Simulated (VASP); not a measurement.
## Ag: relaxation of cell and atoms with PBEsol

Ag:

```
CELL_PARAMETERS angstrom
2.61913 0.00000 0.00000
0.00000 2.61913 0.00000
0.00000 0.00000 2.61913
ATOMIC_POSITIONS crystal
Ag 0.00000 0.00000 0.00000
```

```
Program                : VASP 6.6.1
Task                   : relaxation of cell and atoms
Functional             : PBEsol
Potentials or basis    : VASP PAW PBE potentials, release 64 (Ag)
Cutoff                 : 600 eV
k mesh                 : 16 × 16 × 16
Occupations            : fermi-dirac, width 0.05 eV
Spin                   : no spin polarisation
Dipole correction      : no
Further INCAR settings : ALGO = Normal; EDIFF = 1e-06; IBRION = 2; EDIFFG = -0.005; NSW = 60; ISIF = 3
```

```json
{
  "Relaxed volume": "19.31 Å³/atom",
  "Relaxed cell": "a = 2.683 Å, b = 2.683 Å, c = 2.683 Å, α = 90.00°, β = 90.00°, γ = 90.00°",
  "Space group after relaxing (to 0.05 Å)": "Pm-3m (No. 221)",
  "Energy gained by relaxing": "30.1 meV/atom",
  "Ionic steps": "3",
  "Pressure after relaxing": "0.0 GPa"
}
```

Step by step:
```tsv
step	energy change (eV)	largest force (eV/Å)	pressure (GPa)	volume (Å³)
1	0.0000	0.0000	7.79	17.97
2	-0.0167	0.0000	-3.97	20.34
3	-0.0301	0.0000	0.00	19.31
```

Final structure:
```
Ag
1.0
     2.68294    0.00000    0.00000
     0.00000    2.68294    0.00000
     0.00000    0.00000    2.68294
Ag
1
Direct
  0.00000 0.00000 0.00000
```

Levels at points of the mesh, in eV from the Fermi level:
```csv
k point,band 3,band 4,band 5,band 6,band 7,band 8
"(0.00, 0.00, 0.00)",-5.97,-2.66,-2.66,-2.66,14.48,14.48
"(0.50, 0.00, 0.00)",-3.74,-3.74,-2.56,-0.68,2.01,17.31
"(0.50, 0.50, 0.00)",-3.55,-3.55,-1.81,3.94,3.94,8.12
"(0.50, 0.50, 0.50)",-5.38,-1.75,-1.75,8.87,8.87,8.87
```

It took 37 s on 1 thread of AMD EPYC 9R45 96-Core Processor (Zen 5), on a shared host, peak memory 0.14 GiB.

Caveat: the PAW data sets were made with another functional, which shifts forces and pressure a little.
